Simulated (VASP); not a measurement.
# CoPdO2 (R-3m) in VASP: further runs, part 3 of 3

VASP 6.6.1. Earlier steps stand in the parts before.

## (6) Single point, PBEsol

This run uses another cell than the first one, of 10.08 Å³/atom, 0.965 times its volume.

Contents of INCAR:

```
ALGO = Normal ; EDIFF = 1E-7
ENCUT = 520 ; GGA = PS
ISIF = 2 ; ISMEAR = 0
LASPH = True ; LCHARG = False
LREAL = False ; LWAVE = False
NBANDS = 24 ; NELM = 60
PREC = Accurate ; SIGMA = 0.1
```

Contents of KPOINTS:

```
k-points
0
Gamma
  18 18 18
```

Contents of POSCAR:

```
CoPdO2
1.0
    1.4074670528      0.8126014818      5.8741620451
   -1.4074670528      0.8126014818      5.8741620451
    0.0000000000     -1.6252029636      5.8741620451
Co Pd O
1 1 2
Direct
    0.5000000000      0.5000000000      0.5000000000
    0.0000000000      0.0000000000      0.0000000000
    0.1125747499      0.1125747499      0.1125747499
    0.8874252501      0.8874252501      0.8874252501
```

Potentials or basis: VASP PAW PBE potentials, release 64 (Co, Pd, O).

Run with:

```
$ cat potpaw_PBE.64/Co/POTCAR potpaw_PBE.64/Pd/POTCAR potpaw_PBE.64/O/POTCAR > POTCAR
$ mpirun -np 1 vasp_std > vasp.out
```

OUTCAR:

```text
EDIFF = 1E-7
   ENCUT = 520
   GGA = PS
   ISIF = 2
   ISMEAR = 0
   LASPH = True
   LREAL = False
   NELM = 60
   PREC = Accurate

 ion  position               nearest neighbor table
   1  0.500  0.500  0.500-   3 1.88   4 1.88   3 1.88   3 1.88   4 1.88   4 1.88
   2  0.000  0.000  0.000-   3 1.98   4 1.98
   3  0.113  0.113  0.113-   1 1.88   1 1.88   1 1.88   2 1.98
   4  0.887  0.887  0.887-   1 1.88   1 1.88   1 1.88   2 1.98

  LATTYP: Found a trigonal (rhomboedric) cell.
 ALAT       =     6.0948391615
 COS(alpha) =     0.8933448155

  Lattice vectors:

 A1 = (   1.4074670528,   0.8126014818,   5.8741620451)
 A2 = (  -1.4074670528,   0.8126014818,   5.8741620451)
 A3 = (   0.0000000000,  -1.6252029636,   5.8741620451)

Analysis of symmetry for initial positions (statically):
=====================================================================
 Subroutine PRICEL returns:
 Original cell was already a primitive cell.

 Routine SETGRP: Setting up the symmetry group for a
 trigonal (rhombohedral) supercell.

 Subroutine GETGRP returns: Found 12 space group operations
 (whereof 12 operations were pure point group operations)
 out of a pool of 12 trial point group operations.

The static configuration has the point symmetry D_3d.

Analysis of symmetry for dynamics (positions and initial velocities):
=====================================================================
 Subroutine PRICEL returns:
 Original cell was already a primitive cell.

 Routine SETGRP: Setting up the symmetry group for a
 trigonal (rhombohedral) supercell.

 Subroutine GETGRP returns: Found 12 space group operations
 (whereof 12 operations were pure point group operations)
 out of a pool of 12 trial point group operations.

The dynamic configuration has the point symmetry D_3d.

 Subroutine INISYM returns: Found 12 space group operations
[... 118 lines left out ...]
   IALGO  =     38    algorithm
   IMIX   =      4    mixing-type and parameters
     AMIX     =   0.40;   BMIX     =  1.00
     AMIX_MAG =   1.60;   BMIX_MAG =  1.00
  volume/ion in A,a.u.               =      10.08        68.01
  Fermi-wavevector in a.u.,A,eV,Ry     =   1.499884  2.834370 30.608381  2.249653
  Thomas-Fermi vector in A             =   2.611456
   LORBIT       =      0    0 simple, 1 ext, 2 COOP (PROOUT), +10 PAW based schemes
   GGA     = PS    functional components
   LHFCALC =     F    Hartree Fock is set to
   AEXX    =    0.0000 exact exchange contribution
   IVDW    =     0    specifies the selected vdW correction
   LEPSILON=     F    determine dielectric tensor
   LRPA    =     F    only Hartree local field effects (RPA)
 non-spin polarized calculation
 Gauss-broadening in eV      SIGMA  =   0.10
  energy-cutoff  :      520.00
  volume of cell :       40.31
 maximum number of plane-waves:      1103
 NGX is ok and might be reduce to    48
   NGX = 23   NGY = 23   NGZ = 23

 number of electron      31.0000007 magnetization

 Free energy of the ion-electron system (eV)
  ---------------------------------------------------
  ext. energy  EPLUGINS =         0.00000000
  ---------------------------------------------------
  free energy    TOTEN  =       -27.76397235 eV

  energy without entropy =      -27.75985935  energy(sigma->0) =      -27.76191585

 E-fermi :   8.0203     XC(G=0): -12.8659

 val. band max:        7.9987254339   @ k =  -0.3333   0.2778   0.2778
 cond. band min:       8.1497446610   @ k =   0.4444   0.3889   0.0000
 fundamental gap:      0.1510192272
 Fermi energy:         8.0203441566

 k-point     1 :       0.0000    0.0000    0.0000
  band No.  band energies     occupation
      1     -13.1542      2.00000
      2     -11.1264      2.00000
      3      -0.8417      2.00000
      4       1.6953      2.00000
      5       1.6953      2.00000
      6       2.7488      2.00000
[... 637 lines left out ...]
     23      22.2548      0.00000
     24      22.7590      0.00000

 [... further k-points ...]

------------------------ aborting loop because EDIFF is reached ----------------------------------------

  FORCE on cell =-STRESS in cart. coord.  units (eV):
  Direction    XX          YY          ZZ          XY          YZ          ZX
  --------------------------------------------------------------------------------------
  -------------------------------------------------------------------------------------
  Total       -0.0228909     -0.0228909     -0.0560416      0.0000000      0.0000000     -0.0000000
  in kB       -0.9098285     -0.9098285     -2.2274509      0.0000000      0.0000000     -0.0000000
  external PRESSURE =      -1.3490360 kB  Pullay stress =       0.0000000 kB

 VOLUME and BASIS-vectors are now :
 -----------------------------------------------------------------------------
  energy-cutoff  :      520.00
  volume of cell :       40.31
      direct lattice vectors                 reciprocal lattice vectors
     1.407467053  0.812601482  5.874162045     0.355248103  0.205102588  0.056745682
    -1.407467053  0.812601482  5.874162045    -0.355248103  0.205102588  0.056745682
     0.000000000 -1.625202964  5.874162045     0.000000000 -0.410205175  0.056745682

 POSITION                                       TOTAL-FORCE (eV/Angst)
 -----------------------------------------------------------------------------------
      0.00000      0.00000      8.81124         0.000000     -0.000000      0.000000
      0.00000      0.00000      0.00000         0.000000      0.000000      0.000000
      0.00000      0.00000      1.98385         0.000000      0.000000     -0.043793
      0.00000      0.00000     15.63864         0.000000     -0.000000      0.043793
 -----------------------------------------------------------------------------------
    total drift:                               -0.000000      0.000000     -0.000000

  FREE ENERGIE OF THE ION-ELECTRON SYSTEM (eV)
  ---------------------------------------------------
  free  energy   TOTEN  =       -27.7639723493 eV

  energy  without entropy=      -27.7598593508  energy(sigma->0) =      -27.76191585
```

OSZICAR:

```text
N       E                     dE             d eps       ncg     rms          rms(c)
DAV:   1     0.239181765124E+03    0.23918E+03   -0.14814E+04 27928   0.143E+03
DAV:   2    -0.156192445750E+02   -0.25480E+03   -0.22861E+03 30424   0.343E+02
DAV:   3    -0.327387792176E+02   -0.17120E+02   -0.16699E+02 33944   0.101E+02
[... 11 lines left out ...]
DAV:  15    -0.277640246855E+02    0.70195E-04   -0.44975E-05 40200   0.844E-02    0.983E-02
DAV:  16    -0.277639882153E+02    0.36470E-04   -0.36317E-05 40344   0.696E-02    0.534E-02
DAV:  17    -0.277639738983E+02    0.14317E-04   -0.17639E-05 42608   0.525E-02    0.174E-02
DAV:  18    -0.277639724338E+02    0.14645E-05   -0.51198E-06 41432   0.221E-02    0.512E-03
DAV:  19    -0.277639723493E+02    0.84460E-07   -0.49229E-07 34232   0.868E-03
   1 F= -.27763972E+02 E0= -.27761916E+02  d E =-.411300E-02
```

It took 19 min on 1 thread of Intel Xeon Platinum 8559C (Emerald Rapids), shared host; peak memory 0.78 GiB.

Results:

* Free energy: -27.7640 eV
* Pressure: -0.1 GPa
* Largest force: 0.044 eV/Å

Forces in eV/Å, atoms in the order of the input:
```
Co   0.000  0.000  0.000
Pd   0.000  0.000  0.000
O    0.000  0.000 -0.044
O    0.000  0.000  0.044
```

Caveat: the PAW data sets were made with another functional, which shifts forces and pressure a little; an odd number of electrons without spin polarisation forces a metal; a magnetic or distorted state may lie lower; the run has no spin polarisation, though such a crystal can be magnetic; semilocal functionals often make such compounds metallic where correlation or magnetic order opens a gap, which also shifts bond lengths. With open d or f shells a metallic result of PBEsol can be an artefact of self-interaction; +U or a hybrid may open a gap.

## (7) Summary

```csv
task,cell,k mesh,cutoff (eV),smearing,gap on the mesh (eV),pressure (GPa),largest force (eV/Å)
single point,"a = 6.102 Å, angles 26.7°, 4 atoms",9 × 9 × 9,520,gaussian 0.1 eV,none,-0.3,0.03
relaxation of cell and atoms,"relaxed from a = 6.182 Å, angles 26.6°, 4 atoms",9 × 9 × 9,600,gaussian 0.1 eV,none,-0.2,0.03
single point,"a = 6.095 Å, angles 26.7°, 4 atoms",12 × 12 × 12,520,gaussian 0.15 eV,none,0.2,0.02
single point,"a = 6.095 Å, angles 26.7°, 4 atoms",18 × 18 × 18,520,gaussian 0.1 eV,none,-0.1,0.04
```

Alike in all rows: level PBEsol; potentials or basis VASP PAW PBE potentials, release 64 (Co, Pd, O); no spin polarisation.

Caveats: the PAW data sets were made with another functional, which shifts forces and pressure a little; an odd number of electrons without spin polarisation forces a metal; a magnetic or distorted state may lie lower; the run has no spin polarisation, though such a crystal can be magnetic; semilocal functionals often make such compounds metallic where correlation or magnetic order opens a gap, which also shifts bond lengths; the relaxation stopped at a loose force limit of 0.05 eV/Å, so its end isn't a converged minimum (some runs).

Absolute energies hang on the potentials; compare differences alone.
